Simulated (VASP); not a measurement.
Set up this calculation in VASP 6.6.1, as the native input.

* Task: single point
* Functional: PBEsol
* Potentials or basis: VASP PAW PBE potentials, release 64 (Ru_pv)
* Cutoff: 500 eV
* k mesh: 8 × 8 × 8
* Occupations: gaussian, width 0.1 eV
* Spin: no spin polarisation
* Dipole correction: no
* Further INCAR settings: ALGO = Normal; EDIFF = 1e-06; NBANDS = 13

The structure of Ru lies in POSCAR:

```
Ru
1.0
   -1.5036945962      1.5036945962      1.5036945962
    1.5036945962     -1.5036945962      1.5036945962
    1.5036945962      1.5036945962     -1.5036945962
Ru
1
Direct
    0.0000000000      0.0000000000      0.0000000000
```

This isn't the form of Ru at room conditions, which is hcp.

The input as run:

INCAR

```
SYSTEM = Ru
ALGO     = Normal         ! electronic algorithm
EDIFF    = 1E-6           ! SCF threshold, eV
ENCUT    = 500            ! plane-wave cutoff, eV
GGA      = PS             ! functional
GGA_COMPAT= .False.      
ISIF     = 2              ! what is computed and relaxed
ISMEAR   = 0              ! smearing method
LASPH    = .True.         ! aspherical terms in the spheres
LCHARG   = .False.        ! write CHGCAR
LREAL    = .False.        ! projectors in reciprocal space
LWAVE    = .False.        ! write WAVECAR
NBANDS   = 13             ! bands
NELM     = 120            ! most SCF steps
PREC     = Accurate       ! precision mode
SIGMA    = 0.1            ! smearing width, eV
```

KPOINTS

```
k-points
0
Gamma
  8 8 8
  0 0 0
```

Potentials or basis: VASP PAW PBE potentials, release 64 (Ru_pv).

The run is started by

```bash
$ cat potpaw_PBE.64/Ru_pv/POTCAR > POTCAR
$ mpirun -np 1 vasp_std > vasp.out
```

It gave:

```
Pressure               : 3.1 GPa
Band gap on the k mesh : zero (bands 7 and 8 overlap by 3.29 eV)
```

Caveat: the k points lie up to 0.37 Å⁻¹ apart, too coarse for converged energies and pressures of a metal; the PAW data sets were made with another functional, which shifts forces and pressure a little.

Run time: 4.9 s on 1 thread of Intel(R) Xeon(R) Platinum 8259CL CPU @ 2.50GHz (Skylake/Cascade Lake), with other jobs on the host, peak memory 0.12 GiB.
